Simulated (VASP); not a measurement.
A run of VASP 6.6.1 is set up as follows.

File INCAR:

```
SYSTEM = SnSe
PREC = Accurate ; ENCUT = 520
EDIFF = 1E-6 ; ISMEAR = 0
SIGMA = 0.05 ; LREAL = .False.
LASPH = .True. ; NELM = 100
ALGO = Normal ; ISIF = 2
LWAVE = .False. ; LCHARG = .False.
GGA = CA ; NBANDS = 50
```

KPOINTS

```
Automatic mesh
0
Gamma
  6 6 6
  0 0 0
```

POSCAR

```
SnSe
1.0
    5.8932955401      0.0000000000      0.0000000000
    0.0000000000     -5.8932955401      0.0000000000
    0.0000000000      0.0000000000     -5.8932955401
Sn Se
4 4
Direct
    0.0000000000      0.0000000000      0.0000000000
    0.5000000000      0.5000000000      0.0000000000
    0.5000000000      0.0000000000      0.5000000000
    0.0000000000      0.5000000000      0.5000000000
    0.5000000000      0.0000000000      0.0101810608
    0.0000000000      0.5000000000      0.0000000000
    0.0000000000      0.0000000000      0.5000000000
    0.5000000000      0.5000000000      0.5000000000
```

Potentials or basis: VASP PAW LDA potentials, release 64 (Sn_d, Se).

Run with:

```sh
$ cat potpaw_LDA.64/Sn_d/POTCAR potpaw_LDA.64/Se/POTCAR > POTCAR
$ mpirun -np 1 vasp_std > vasp.out
```

(1) Predict the band gap on the k mesh.

(2) What does it give for the largest force?

Results:

(1) 0.25 eV.

(2) 0.085 eV/Å.

Caveat: the cell differs from its parent crystal (atom 5 (Se) moved -0.060 Å along Cartesian [0 0 1]); spin-orbit coupling is left out, which moves the levels of the heavy elements.
